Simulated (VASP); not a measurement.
Crystal: InP.

```
CELL_PARAMETERS angstrom
0.00000 2.87068 2.87068
2.87068 0.00000 2.87068
2.87068 2.87068 0.00000
ATOMIC_POSITIONS crystal
In 0.00000 0.00000 0.00000
P 0.75000 0.75000 0.75000
```

This cell differs from its parent crystal: volume scaled by 0.94.

Base run:

| Property | Result |
| --- | --- |
| Program | VASP 6.6.1 |
| Functional | PBEsol |
| Potentials or basis | VASP PAW PBE potentials, release 64 (In_d, P) |
| Cutoff | 520 eV |
| k mesh | 8 × 8 × 8 |
| Occupations | fermi-dirac, width 0.05 eV |
| Spin | no spin polarisation |

Its results: band gap on the k mesh 0.94 eV, direct; pressure 5.5 GPa.

**Question.** The run is repeated on the same cell with these changes: functional from PBEsol to PBEsol-based global hybrid; k mesh from 8 × 8 × 8 to 4 × 4 × 4. What comes out?

**Answer.** Band gap on the k mesh 2.53 eV, direct; pressure 4.4 GPa.

Several settings changed at once, so the effect can't be laid on one alone.

Caveats: some runs use coarse meshes; the PAW data sets were made with another functional, which shifts forces and pressure a little; spin-orbit coupling is left out, which moves the levels of the heavy elements.

A k mesh can miss the band edges.
